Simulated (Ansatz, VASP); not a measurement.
**Cu in VASP and in Ansatz**

The input POSCAR:

```
Cu
1.0
    2.5340966700      0.0000000000      0.0000000000
   -1.2670483300      2.1945920900      0.0000000000
    0.0000000000      0.0000000000      4.1125710000
Cu
2
Direct
    0.3333333333      0.6666666667      0.2500000000
    0.6666666667      0.3333333333      0.7500000000
```

INCAR.step1

```
SYSTEM = Cu
ALGO     = Normal         ! electronic algorithm
EDIFF    = 1E-4           ! SCF threshold, eV
ENCUT    = 520            ! plane-wave cutoff, eV
GGA      = PE             ! functional
ISMEAR   = -1             ! smearing method
LASPH    = .TRUE.         ! aspherical terms in the spheres
LCHARG   = .FALSE.        ! write CHGCAR
LREAL    = .FALSE.        ! projectors in reciprocal space
LWAVE    = .TRUE.         ! write WAVECAR
NBANDS   = 18             ! bands
NELM     = 80             ! most SCF steps
PREC     = Accurate       ! precision mode
SIGMA    = 0.1            ! smearing width, eV
```

File INCAR.step2:

```
SYSTEM = Cu
ALGO     = Normal         ! electronic algorithm
EDIFF    = 1E-6           ! SCF threshold, eV
ENCUT    = 520            ! plane-wave cutoff, eV
ISIF     = 2              ! what is computed and relaxed
ISMEAR   = -1             ! smearing method
ISTART   = 1            
LASPH    = .TRUE.         ! aspherical terms in the spheres
LCHARG   = .FALSE.        ! write CHGCAR
LMIXTAU  = .TRUE.       
LREAL    = .FALSE.        ! projectors in reciprocal space
LWAVE    = .FALSE.        ! write WAVECAR
METAGGA  = R2SCAN         ! meta-GGA
NBANDS   = 18             ! bands
NELM     = 80             ! most SCF steps
PREC     = Accurate       ! precision mode
SIGMA    = 0.1            ! smearing width, eV
```

File KPOINTS:

```
k-points
0
G
  5 5 3
  0 0 0
```

Input for Ansatz:

```yaml
crystal:
  lattice:
    - [2.53409667, 0.0, 0.0]
    - [-1.26704833, 2.19459209, 0.0]
    - [0.0, 0.0, 4.112571]
  atoms:
    - { symbol: Cu, position: [0.3333333333333333, 0.6666666666666666, 0.25] }
    - { symbol: Cu, position: [0.6666666666666666, 0.3333333333333333, 0.75] }
basis:
  ecutwfc: 530.622031796766
kpoints:
  mp_grid:
    grid: [5, 5, 3]
hamiltonian:
  xc: r2scan
  pseudopotentials:
    kind: paw
scf:
  occupations:
    method: fermi_dirac
    width: 0.1
output:
  stress: true
```

Alike in both runs: task single point; functional r2SCAN; k mesh 5 × 5 × 3; occupations fermi-dirac, width 0.1 eV; no spin polarisation.

|  | VASP | Ansatz |
| --- | --- | --- |
| version | VASP 6.6.1 | Ansatz 0.2.0 |
| potentials or method | VASP PAW PBE potentials, release 64 (Cu), cutoff 520 eV | plane waves, PAW |
| valence electrons in the cell | 22 | 38 |

|  | VASP | Ansatz | Ansatz less VASP |
| --- | --- | --- | --- |
| pressure (GPa) | 0.5 | -0.3 | -0.75 |
| traceless stress, the component that is largest in VASP (GPa) | 3.22 | 3.20 | -0.015 |

VASP's potentials were made for PBE, not for r2SCAN. With one functional, cell and mesh, what is left measures potentials, basis and numerics. VASP's potentials hold 22 valence electrons a cell and Ansatz's 38, so a difference there can come from the potentials and not from the codes.

The k mesh is coarse, so the values compare programs but aren't converged.
